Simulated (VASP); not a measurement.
Here is a VASP 6.6.1 calculation.

Contents of INCAR:

```
SYSTEM = SnSe
ALGO     = Normal         ! electronic algorithm
EDIFF    = 1E-7           ! SCF threshold, eV
ENCUT    = 520            ! plane-wave cutoff, eV
GGA_COMPAT= .FALSE.      
ISIF     = 2              ! what is computed and relaxed
ISMEAR   = 0              ! smearing method
LASPH    = .TRUE.         ! aspherical terms in the spheres
LCHARG   = .FALSE.        ! write CHGCAR
LORBIT   = 11             ! projections on sites
LORBMOM  = .TRUE.       
LREAL    = .FALSE.        ! projectors in reciprocal space
LSORBIT  = .TRUE.         ! spin-orbit coupling
LWAVE    = .FALSE.        ! write WAVECAR
MAGMOM   = 0 0 0 0 0 0 0 0 0 0 0 0 ! initial moments
NBANDS   = 54             ! bands
NELM     = 150            ! most SCF steps
PREC     = Accurate       ! precision mode
SIGMA    = 0.01           ! smearing width, eV
```

Contents of KPOINTS:

```
k-points
0
G
  6 6 2
  0 0 0
```

File POSCAR:

```
SnSe
1.0
    4.2853270000      0.0000000000      0.0000000000
    0.0000000000      4.2853270000      0.0000000000
    0.0000000000      0.0000000000     10.9906920000
Sn Se
2 2
Direct
    0.5000000000      0.0000000000      0.3722290000
    0.0000000000      0.5000000000      0.6277710000
    0.5000000000      0.0000000000      0.6160390000
    0.0000000000      0.5000000000      0.3839610000
```

Potentials or basis: VASP PAW LDA potentials, release 64 (Sn_d, Se).

Command:

```bash
$ cat potpaw_LDA.64/Sn_d/POTCAR potpaw_LDA.64/Se/POTCAR > POTCAR
$ mpirun -np 1 vasp_ncl > vasp.out
```

Estimate the net moment.

0.00 μB per cell.

Estimate the largest force.

0.225 eV/Å.

Moments on the atoms (μB; x, y, z):
```
Sn  0.00 0.00 0.00
Sn  0.00 0.00 0.00
Se  0.00 0.00 0.00
Se  0.00 0.00 0.00
```
